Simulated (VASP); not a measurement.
Input of a VASP 6.6.1 run:

Contents of INCAR:

```
PREC     = Accurate       # precision mode
ENCUT    = 520            # plane-wave cutoff, eV
EDIFF    = 1E-6           # SCF threshold, eV
ISMEAR   = -1             # smearing method
SIGMA    = 0.15           # smearing width, eV
LREAL    = False          # projectors in reciprocal space
LASPH    = True           # aspherical terms in the spheres
NELM     = 100            # most SCF steps
ALGO     = Fast           # electronic algorithm
ISIF     = 2              # what is computed and relaxed
LWAVE    = False          # write WAVECAR
LCHARG   = True           # write CHGCAR
GGA      = PE             # functional
LELF     = True           # ELF
LVHAR    = True         
NBANDS   = 11             # bands
```

The input KPOINTS:

```
Automatic mesh
0
Gamma
  16 16 16
```

The input POSCAR:

```
Pt
1.0
    0.0000000000      1.9869193098      1.9869193098
    1.9869193098      0.0000000000      1.9869193098
    1.9869193098      1.9869193098      0.0000000000
Pt
1
Direct
    0.0000000000      0.0000000000      0.0000000000
```

Potentials or basis: VASP PAW PBE potentials, release 64 (Pt).

Run with:

```bash
$ cat potpaw_PBE.64/Pt/POTCAR > POTCAR
$ mpirun -np 1 vasp_std > vasp.out
```

Task: What does it give for the pressure?

Result: -0.5 GPa.

Task: Estimate the band gap on the k mesh.

Result: Zero (band 5 reaches 10.98 eV, above the bottom of band 6 at 8.89 eV).

Caveat: spin-orbit coupling is left out, which moves the levels of the heavy elements.
